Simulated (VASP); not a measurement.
Input of a VASP 6.6.1 run:

Contents of INCAR:

```
SYSTEM = Cs
  ALGO = Normal
  EDIFF = 1E-7
  ENCUT = 520
  GGA = PE
  ISIF = 2
  ISMEAR = -4
  LASPH = .TRUE.
  LCHARG = .TRUE.
  LELF = .TRUE.
  LREAL = .FALSE.
  LVHAR = .TRUE.
  LWAVE = .FALSE.
  NBANDS = 16
  NELM = 60
  PREC = Accurate
  SIGMA = 0.1
```

The input KPOINTS:

```
k-points
0
G
  3 3 2
  0 0 0
```

Contents of POSCAR:

```
Cs
1.0
    5.5663060538      0.0000000000      0.0000000000
   -2.7831530269      4.8205624479      0.0000000000
    0.0000000000      0.0000000000      9.2584789600
Cs
2
Direct
    0.3333333333      0.6666666667      0.2500000000
    0.6666666667      0.3333333333      0.7500000000
```

Potentials or basis: VASP PAW PBE potentials, release 64 (Cs_sv).

Launch:

```sh
$ cat potpaw_PBE.64/Cs_sv/POTCAR > POTCAR
$ mpirun -np 1 vasp_std > vasp.out
```

Task: Predict the band gap on the k mesh.

Result: Zero (band 9 reaches 1.07 eV, above the bottom of band 10 at -0.77 eV).

Task: Estimate the pressure.

Result: -0.1 GPa.

Stress tensor (GPa, compression positive):
```
-0.04  0.00  0.00
 0.00 -0.04  0.00
 0.00  0.00 -0.17
```

Caveat: the k points lie up to 0.43 Å⁻¹ apart; spin-orbit coupling is left out, which moves the levels of the heavy elements.
